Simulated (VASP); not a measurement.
Wanted: the native input for a VASP 6.6.1 run.

```yaml
Task: single point
Functional: PBEsol
Potentials_or_basis: VASP PAW PBE potentials, release 64 (Au)
Cutoff: 520 eV
k_mesh: 15 × 15 × 14
Occupations: gaussian, width 0.1 eV
Spin: no spin polarisation
Dipole_correction: no
Further_INCAR_settings: ALGO = Fast; EDIFF = 1e-06; NBANDS = 12; ISYM = 0
```

The structure of Au lies in POSCAR:

```
Au
1.0
    2.7437837754     -0.0001056357     -0.0316869438
   -1.3719833709      2.3763449055      0.0000000000
    1.3429128857      0.7753311161      2.5039406671
Au
1
Direct
    0.0000000000      0.0000000000      0.0000000000
```

The input as run:

INCAR

```
PREC = Accurate
ENCUT = 520
EDIFF = 1E-6
ISMEAR = 0
SIGMA = 0.1
LREAL = F
LASPH = T
NELM = 100
ALGO = Fast
ISIF = 2
LWAVE = F
LCHARG = F
GGA = PS
ISYM = 0
NBANDS = 12
```

KPOINTS

```
regular mesh
0
Gamma
  15 15 14
```

Potentials or basis: VASP PAW PBE potentials, release 64 (Au).

Launch:

```sh
$ cat potpaw_PBE.64/Au/POTCAR > POTCAR
$ mpirun -np 1 vasp_std > vasp.out
```

It gave:

The pressure is 9.6 GPa. The band gap on the k mesh is zero (an odd number of electrons rules out a gap without spin polarisation).

Caveat: the cell stands under pressure; the PAW data sets were made with another functional, which shifts forces and pressure a little; spin-orbit coupling is left out, which moves the levels of the heavy elements.

Wall time 4 min on 1 thread of Intel(R) Xeon(R) Platinum 8259CL CPU @ 2.50GHz (Skylake/Cascade Lake) (shared host), peak memory 0.38 GiB.
